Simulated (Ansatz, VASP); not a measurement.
# GaS3 in VASP and in Ansatz

```
Ga S
1.0
     5.19556    0.00000    0.00000
    -2.59778    4.49949    0.00000
     0.00000    0.00000    5.46152
Ga S
1 3
Direct
  0.00000 0.00000 0.00000
  0.50000 0.00000 0.00000
  0.00000 0.50000 0.00000
  0.50000 0.50000 0.00000
```

Alike in both runs: functional PBE; k mesh 12 × 12 × 10; occupations gaussian, width 0.1 eV; no spin polarisation.

Ansatz relaxed the structure, and its values are those at the end. VASP's run is a single point on that final structure, the one shown.

```csv
,VASP,Ansatz
version,VASP 6.6.1,Ansatz 0.2.0
potentials or method,"VASP PAW PBE potentials, release 64 (Ga_d, S), cutoff 520 eV","scalar-relativistic, plane waves, PAW"
valence electrons in the cell,31,31
```

```csv
,VASP,Ansatz,Ansatz less VASP
gap on the k mesh at the Fermi level (eV),none,none,-
pressure (GPa),0.0,0.0,+0.03
```

A gap of «none» marks a metal or a gap that the smearing closes.
